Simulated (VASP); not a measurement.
Set up this calculation in VASP 6.6.1, as the native input.

```yaml
Task: single point
Functional: PBE
Potentials_or_basis: VASP PAW PBE potentials, release 64 (Zn, S)
Cutoff: 520 eV
k_mesh: 10 × 10 × 10
Occupations: gaussian, width 0.02 eV
Spin: no spin polarisation
Dipole_correction: no
Further_INCAR_settings: ALGO = Normal; EDIFF = 1e-07; NBANDS = 16
```

The structure of ZnS (kpbe) lies in POSCAR:

```
ZnS
1.0
    0.0000000000      2.7218284503      2.7218284503
    2.7218284503      0.0000000000      2.7218284503
    2.7218284503      2.7218284503      0.0000000000
Zn S
1 1
Direct
    0.0000000000      0.0000000000      0.0000000000
    0.7500000000      0.7500000000      0.7500000000
```

The input as run:

INCAR

```
ALGO     = Normal         # electronic algorithm
EDIFF    = 1E-7           # SCF threshold, eV
ENCUT    = 520            # plane-wave cutoff, eV
GGA      = PE             # functional
ISIF     = 2              # what is computed and relaxed
ISMEAR   = 0              # smearing method
LASPH    = True           # aspherical terms in the spheres
LCHARG   = True           # write CHGCAR
LELF     = True           # ELF
LREAL    = False          # projectors in reciprocal space
LVHAR    = True         
LWAVE    = False          # write WAVECAR
NBANDS   = 16             # bands
NELM     = 80             # most SCF steps
PREC     = Accurate       # precision mode
SIGMA    = 0.02           # smearing width, eV
```

KPOINTS

```
k-points
0
Gamma
  10 10 10
```

Potentials or basis: VASP PAW PBE potentials, release 64 (Zn, S).

Run with:

```sh
$ cat potpaw_PBE.64/Zn/POTCAR potpaw_PBE.64/S/POTCAR > POTCAR
$ mpirun -np 1 vasp_std > vasp.out
```

It gave:

```json
{
 "Pressure": "0.2 GPa",
 "Band gap on the k mesh": "2.02 eV, direct"
}
```

Wall time 19 s on 1 thread of Intel(R) Xeon(R) Platinum 8488C (Sapphire Rapids) (shared host), peak memory 0.17 GiB.
